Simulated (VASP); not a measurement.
Write the native input for VASP 6.6.1 that does the following.

```yaml
Task: single point
Functional: LDA
Potentials_or_basis: VASP PAW LDA potentials, release 64 (Mg, Pb_d, N)
Cutoff: 520 eV
k_mesh: 6 × 6 × 4
Occupations: fermi-dirac, width 0.05 eV
Spin: no spin polarisation
Dipole_correction: no
Further_INCAR_settings: ALGO = Normal; EDIFF = 1e-07; NBANDS = 22
```

The structure of Mg2PbN2 lies in POSCAR:

```
Mg2PbN2
1.0
    3.6745873153      0.0000000000      0.0000000000
   -1.8372936577      3.1822931610      0.0000000000
    0.0000000000      0.0000000000      6.6522931979
Mg Pb N
2 1 2
Direct
    0.6666666667      0.3333333333      0.1387800000
    0.3333333333      0.6666666667      0.8612200000
    0.0000000000      0.0000000000      0.5000000000
    0.6666666667      0.3333333333      0.7974600000
    0.3333333333      0.6666666667      0.2025500000
```

These files were run (other wordings do the same):

INCAR

```
SYSTEM = Mg2PbN2
PREC = Accurate
ENCUT = 520
EDIFF = 1E-7
ISMEAR = -1
SIGMA = 0.05
LREAL = .False.
LASPH = .True.
NELM = 100
ALGO = Normal
ISIF = 2
LWAVE = .False.
LCHARG = .False.
GGA = CA
NBANDS = 22
```

KPOINTS

```
regular mesh
0
Gamma
  6 6 4
  0 0 0
```

Potentials or basis: VASP PAW LDA potentials, release 64 (Mg, Pb_d, N).

Launch:

```sh
$ cat potpaw_LDA.64/Mg/POTCAR potpaw_LDA.64/Pb_d/POTCAR potpaw_LDA.64/N/POTCAR > POTCAR
$ mpirun -np 1 vasp_std > vasp.out
```

It gave:

* Pressure: -10.1 GPa
* Largest force: 0.122 eV/Å

It took 25 s on 1 thread of Intel(R) Xeon(R) Platinum 8488C (Sapphire Rapids), with other jobs on the host, peak memory 0.18 GiB.
